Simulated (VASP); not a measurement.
# GaAs (base) (F-43m) in VASP: further runs

The runs below take GaAs (base) through relaxation of cell and atoms, single point, with LDA.

Everything below comes from runs of VASP 6.6.1. Logs are shortened: lines on timing, memory, paths and dates and some standing lists are left out, and cuts for length are marked.

## (1) The cell of the first run

Symmetry: F-43m, No. 216, cubic system. The conventional cell has a = 5.603 Å, b = 5.603 Å, c = 5.603 Å, α = 90.00°, β = 90.00°, γ = 90.00°. Ga (site symmetry -43m) has 4 As at 2.43 Å within 3.2 Å. Within 3.2 Å of As (site symmetry -43m) lie 4 Ga at 2.43 Å.

## (2) Relaxation of cell and atoms, LDA

INCAR reads:

```
PREC = Accurate ; ENCUT = 600
EDIFF = 1E-6 ; ISMEAR = 0
SIGMA = 0.02 ; LREAL = False
LASPH = True ; NELM = 100
ALGO = Normal ; ISIF = 3
LWAVE = False ; LCHARG = False
IBRION = 2 ; NSW = 100
EDIFFG = -0.002
```

KPOINTS reads:

```
regular mesh
0
Gamma
  12 12 12
```

POSCAR reads:

```
GaAs
1.0
    0.0000000000      2.8016907960      2.8016907960
    2.8016907960      0.0000000000      2.8016907960
    2.8016907960      2.8016907960      0.0000000000
Ga As
1 1
Direct
    0.0000000000      0.0000000000      0.0000000000
    0.7500000000      0.7500000000      0.7500000000
```

Potentials or basis: VASP PAW LDA potentials, release 64 (Ga_d, As).

Launch:

```bash
$ cat potpaw_LDA.64/Ga_d/POTCAR potpaw_LDA.64/As/POTCAR > POTCAR
$ mpirun -np 1 vasp_std > vasp.out
```

OUTCAR:

```text
PREC = Accurate
   ENCUT = 600
   EDIFF = 1E-6
   ISMEAR = 0
   LREAL = False
   LASPH = True
   NELM = 100
   ISIF = 3
   IBRION = 2
   NSW = 100
   EDIFFG = -0.002

 ion  position               nearest neighbor table
   1  0.000  0.000  0.000-   2 2.43   2 2.43   2 2.43   2 2.43
   2  0.750  0.750  0.750-   1 2.43   1 2.43   1 2.43   1 2.43

  LATTYP: Found a face centered cubic cell.
 ALAT       =     5.6033815920

  Lattice vectors:

 A1 = (   0.0000000000,   2.8016907960,   2.8016907960)
 A2 = (   2.8016907960,   0.0000000000,   2.8016907960)
 A3 = (   2.8016907960,   2.8016907960,   0.0000000000)

Analysis of symmetry for initial positions (statically):
=====================================================================
 Subroutine PRICEL returns:
 Original cell was already a primitive cell.

 Routine SETGRP: Setting up the symmetry group for a
 face centered cubic supercell.

 Subroutine GETGRP returns: Found 24 space group operations
 (whereof 24 operations were pure point group operations)
 out of a pool of 48 trial point group operations.

The static configuration has the point symmetry T_d .

Analysis of symmetry for dynamics (positions and initial velocities):
=====================================================================
 Subroutine PRICEL returns:
 Original cell was already a primitive cell.

 Routine SETGRP: Setting up the symmetry group for a
 face centered cubic supercell.

 Subroutine GETGRP returns: Found 24 space group operations
 (whereof 24 operations were pure point group operations)
 out of a pool of 48 trial point group operations.

The dynamic configuration has the point symmetry T_d .

 Subroutine INISYM returns: Found 24 space group operations
 (whereof 24 operations are pure point group operations),
 and found     1 'primitive' translations

----------------------------------------------------------------------------------------

                                     Primitive cell

  volume of cell :      43.9836

  direct lattice vectors                    reciprocal lattice vectors
     0.000000000  2.801690796  2.801690796    -0.178463662  0.178463662  0.178463662
     2.801690796  0.000000000  2.801690796     0.178463662 -0.178463662  0.178463662
     2.801690796  2.801690796  0.000000000     0.178463662  0.178463662 -0.178463662

  length of vectors
     3.962189121  3.962189121  3.962189121     0.309108130  0.309108130  0.309108130

  position of ions in fractional coordinates (direct lattice)
     0.000000000  0.000000000  0.000000000
     0.750000000  0.750000000  0.750000000

  ion indices of the primitive-cell ions
   primitive index   ion index
                 1           1
                 2           2
[... 67 lines left out ...]
   LNONCOLLINEAR =      F non collinear calculations
   LSORBIT =      F    spin-orbit coupling
   LASPH  =      T    aspherical Exc in radial PAW
   ENCUT  =  600.0 eV  44.10 Ry    6.64 a.u.   7.91  7.91  7.91*2*pi/ulx,y,z
   NELM   =    100;   NELMIN=  2; NELMDL= -5     # of ELM steps
   EDIFF  = 0.1E-05   stopping-criterion for ELM
   LREAL  =      F    real-space projection
   EDIFFG = -.2E-02   stopping-criterion for IOM
   NSW    =    100    number of steps for IOM
   IBRION =      2    ionic relax: 0-MD 1-quasi-New 2-CG
   NFREE  =      1    steps in history (QN), initial steepest desc. (CG)
   ISIF   =      3    stress and relaxation
   ISYM   =      2    0-nonsym 1-usesym 2-fastsym
   POTIM  = 0.5000    time-step for ionic-motion
   TEBEG  =    0.0;   TEEND  =   0.0 temperature during run
   PSTRESS=    0.0 pullay stress
   NELECT =      18.0000    total number of electrons
   NUPDOWN=      -1.0000    fix difference up-down
   EMIN   =  10.00;   EMAX   =-10.00  energy-range for DOS
   EFERMI =   0.00;   METHOD = LEGACY
   ISMEAR =     0;   SIGMA  =   0.02  broadening in eV -4-tet -1-fermi 0-gaus
   EFERMI_NEDOS =   21; number of points for ismear=-14 and -15
   IALGO  =     38    algorithm
   IMIX   =      4    mixing-type and parameters
     AMIX     =   0.40;   BMIX     =  1.00
     AMIX_MAG =   1.60;   BMIX_MAG =  1.00
  volume/ion in A,a.u.               =      21.99       148.41
  Fermi-wavevector in a.u.,A,eV,Ry     =   1.215445  2.296859 20.099990  1.477308
  Thomas-Fermi vector in A             =   2.350832
   LORBIT       =      0    0 simple, 1 ext, 2 COOP (PROOUT), +10 PAW based schemes
   GGA     = CA    functional components
   LHFCALC =     F    Hartree Fock is set to
   AEXX    =    0.0000 exact exchange contribution
   IVDW    =     0    specifies the selected vdW correction
   LEPSILON=     F    determine dielectric tensor
   LRPA    =     F    only Hartree local field effects (RPA)
 conjugate gradient relaxation of ions
 non-spin polarized calculation
 Gauss-broadening in eV      SIGMA  =   0.02
  energy-cutoff  :      600.00
  volume of cell :       43.98
 maximum number of plane-waves:      1484
   NGX = 15   NGY = 15   NGZ = 15

--------------------------------------- Ionic step        1  -------------------------------------------

 number of electron      18.0000004 magnetization

 Free energy of the ion-electron system (eV)
  ---------------------------------------------------
  ext. energy  EPLUGINS =         0.00000000
  ---------------------------------------------------
  free energy    TOTEN  =        -9.64190536 eV

  energy without entropy =       -9.64190536  energy(sigma->0) =       -9.64190536

 E-fermi :   4.1553     XC(G=0): -10.0313

 val. band max:        4.0594649724   @ k =   0.0000   0.0000   0.0000
 cond. band min:       4.5948299207   @ k =   0.0000   0.0000   0.0000
 fundamental gap:      0.5353649483
 Fermi energy:         4.1553170299

 k-point     1 :       0.0000    0.0000    0.0000
  band No.  band energies     occupation
      1     -10.9189      2.00000
      2     -10.9189      2.00000
      3     -10.9189      2.00000
      4     -10.8341      2.00000
      5     -10.8341      2.00000
      6      -8.9003      2.00000
      7       4.0595      2.00000
      8       4.0595      2.00000
      9       4.0595      2.00000
     10       4.5948      0.00000
     11       7.7403      0.00000
     12       7.7403      0.00000
     13       7.7403      0.00000
[... 439 lines left out ...]
--------------------------------------- Ionic step        3  -------------------------------------------

 number of electron      18.0000006 magnetization

 Free energy of the ion-electron system (eV)
  ---------------------------------------------------
  ext. energy  EPLUGINS =         0.00000000
  ---------------------------------------------------
  free energy    TOTEN  =        -9.64207001 eV

  energy without entropy =       -9.64207001  energy(sigma->0) =       -9.64207001

 E-fermi :   4.1065     XC(G=0): -10.0135

 val. band max:        4.0202839008   @ k =   0.0000   0.0000   0.0000
 cond. band min:       4.5252119348   @ k =   0.0000   0.0000   0.0000
 fundamental gap:      0.5049280340
 Fermi energy:         4.1065174063

 k-point     1 :       0.0000    0.0000    0.0000
  band No.  band energies     occupation
      1     -10.9501      2.00000
      2     -10.9501      2.00000
      3     -10.9501      2.00000
      4     -10.8663      2.00000
      5     -10.8663      2.00000
      6      -8.9098      2.00000
      7       4.0203      2.00000
      8       4.0203      2.00000
      9       4.0203      2.00000
     10       4.5252      0.00000
     11       7.7003      0.00000
     12       7.7003      0.00000
     13       7.7003      0.00000
[... 397 lines left out ...]
  FREE ENERGIE OF THE ION-ELECTRON SYSTEM (eV)
  ---------------------------------------------------
  free  energy   TOTEN  =        -9.6420700141 eV

  energy  without entropy=       -9.6420700141  energy(sigma->0) =       -9.64207001

 reached required accuracy - stopping structural energy minimisation
```

CONTCAR:

```text
GaAs
   1.00000000000000
     0.0000000000000000    2.8054270983008269    2.8054270983008269
     2.8054270983008269    0.0000000000000000    2.8054270983008269
     2.8054270983008269    2.8054270983008269    0.0000000000000000
  Ga              As
     1     1
Direct
     0.0000000000000000    0.0000000000000000    0.0000000000000000
     0.7500000000000000    0.7500000000000000    0.7500000000000000

  0.00000000E+00  0.00000000E+00  0.00000000E+00
  0.00000000E+00  0.00000000E+00  0.00000000E+00
```

Run time: 99 s. Hardware: 1 thread of Intel Xeon 6975P-C, shared host; peak memory 0.2 GiB.

Results:

| Property | Result |
| --- | --- |
| Free energy | -9.6421 eV |
| Relaxed volume | 22.08 Å³/atom |
| Relaxed cell | a = 3.967 Å, b = 3.967 Å, c = 3.967 Å, α = 60.00°, β = 60.00°, γ = 60.00° |
| Space group after relaxing (to 0.05 Å) | F-43m (No. 216) |
| Energy gained by relaxing | 0.1 meV/atom |
| Ionic steps | 3 |
| Pressure after relaxing | 0.0 GPa |
| Band gap on the k mesh | 0.50 eV, direct |

Step by step:
| step | energy change (eV) | largest force (eV/Å) | pressure (GPa) | volume (Å³) |
| --- | --- | --- | --- | --- |
| 1 | 0.0000 | 0.0000 | 0.29 | 43.98 |
| 2 | -0.0001 | 0.0000 | -0.19 | 44.24 |
| 3 | -0.0002 | 0.0000 | 0.01 | 44.16 |

Final structure:
```cif
data_structure
_symmetry_space_group_name_H-M 'P 1'
_symmetry_Int_Tables_number 1
_cell_length_a 3.9675
_cell_length_b 3.9675
_cell_length_c 3.9675
_cell_angle_alpha 60.000
_cell_angle_beta 60.000
_cell_angle_gamma 60.000
_cell_volume 44.16
loop_
_atom_site_label
_atom_site_type_symbol
_atom_site_fract_x
_atom_site_fract_y
_atom_site_fract_z
_atom_site_occupancy
Ga1 Ga 0.00000 0.00000 0.00000 1
As1 As 0.75000 0.75000 0.75000 1
```

## (3) Single point, LDA

INCAR reads:

```
PREC     = Accurate       # precision mode
ENCUT    = 520            # plane-wave cutoff, eV
EDIFF    = 1E-7           # SCF threshold, eV
ISMEAR   = 0              # smearing method
SIGMA    = 0.02           # smearing width, eV
LREAL    = F              # projectors in reciprocal space
LASPH    = T              # aspherical terms in the spheres
NELM     = 100            # most SCF steps
ALGO     = Normal         # electronic algorithm
ISIF     = 2              # what is computed and relaxed
LWAVE    = F              # write WAVECAR
LCHARG   = T              # write CHGCAR
LELF     = T              # ELF
LVHAR    = T            
NBANDS   = 16             # bands
```

KPOINTS is that of step 2.

POSCAR reads:

```
GaAs
1.0
    0.0000000000      2.8016907950      2.8016907950
    2.8016907950      0.0000000000      2.8016907950
    2.8016907950      2.8016907950      0.0000000000
Ga As
1 1
Direct
    0.0000000000      0.0000000000      0.0000000000
    0.7500000000      0.7500000000      0.7500000000
```

Potentials or basis: VASP PAW LDA potentials, release 64 (Ga_d, As).

Launch:

```bash
$ cat potpaw_LDA.64/Ga_d/POTCAR potpaw_LDA.64/As/POTCAR > POTCAR
$ mpirun -np 1 vasp_std > vasp.out
```

Run time: 25 s. Hardware: 1 thread of Intel Xeon 6975P-C (Granite Rapids), shared host; peak memory 0.18 GiB.

Results (log left out):

| Property | Result |
| --- | --- |
| Free energy | -9.6420 eV |
| Pressure | 0.3 GPa |
| Band gap on the k mesh | 0.54 eV, direct |

Levels at points of the mesh, in eV from the valence-band top:
```tsv
k point	band 5	band 6	band 7	band 8	band 9	band 10	band 11	band 12	band 13	band 14
(0.00, 0.00, 0.00)	-14.89	-12.96	0.00	0.00	0.00	0.54	3.68	3.68	3.68	7.43
(0.50, 0.00, 0.00)	-14.89	-11.11	-6.84	-1.19	-1.19	0.94	4.59	4.59	7.59	10.41
(0.50, 0.50, 0.00)	-14.88	-10.34	-7.00	-2.79	-2.79	1.29	1.54	10.26	10.26	11.04
```

(Continued in part 2 of 2.)
